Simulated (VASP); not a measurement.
Set up this calculation in VASP 6.6.1, as the native input.

```
Task                   : single point
Functional             : PBE
Potentials or basis    : VASP PAW PBE potentials, release 64 (Na_pv, Cl)
Cutoff                 : 520 eV
k mesh                 : 9 × 9 × 4
Occupations            : gaussian, width 0.02 eV
Spin                   : no spin polarisation
Dipole correction      : no
Further INCAR settings : ALGO = Normal; EDIFF = 1e-07; NBANDS = 30
```

The structure of NaCl lies in POSCAR:

```
NaCl
1.0
    4.0267341621      0.0000000000      0.0000000000
   -2.0133670810      3.4872540787      0.0000000000
    0.0000000000      0.0000000000      9.8634517304
Na Cl
3 3
Direct
    0.0000000000      0.0000000000      0.0000000000
    0.3333333333      0.6666666667      0.3333333333
    0.6666666667      0.3333333333      0.6666666667
    0.6666666667      0.3333333333      0.1666666667
    0.0000000000      0.0000000000      0.5000000000
    0.3333333333      0.6666666667      0.8333333333
```

These files were run (other wordings do the same):

INCAR

```
SYSTEM = NaCl
PREC = Accurate
ENCUT = 520
EDIFF = 1E-7
ISMEAR = 0
SIGMA = 0.02
LREAL = .False.
LASPH = .True.
NELM = 100
ALGO = Normal
ISIF = 2
LWAVE = .False.
LCHARG = .False.
GGA = PE
NBANDS = 30
```

KPOINTS

```
Automatic mesh
0
Gamma
  9 9 4
  0 0 0
```

Potentials or basis: VASP PAW PBE potentials, release 64 (Na_pv, Cl).

Command:

```sh
$ cat potpaw_PBE.64/Na_pv/POTCAR potpaw_PBE.64/Cl/POTCAR > POTCAR
$ mpirun -np 1 vasp_std > vasp.out
```

Results of the run:

```
Pressure               : 0.0 GPa
Band gap on the k mesh : 5.00 eV
```

Run time: 82 s on 1 thread of Intel(R) Xeon(R) 6975P-C (Granite Rapids) (shared host), peak memory 0.32 GiB.
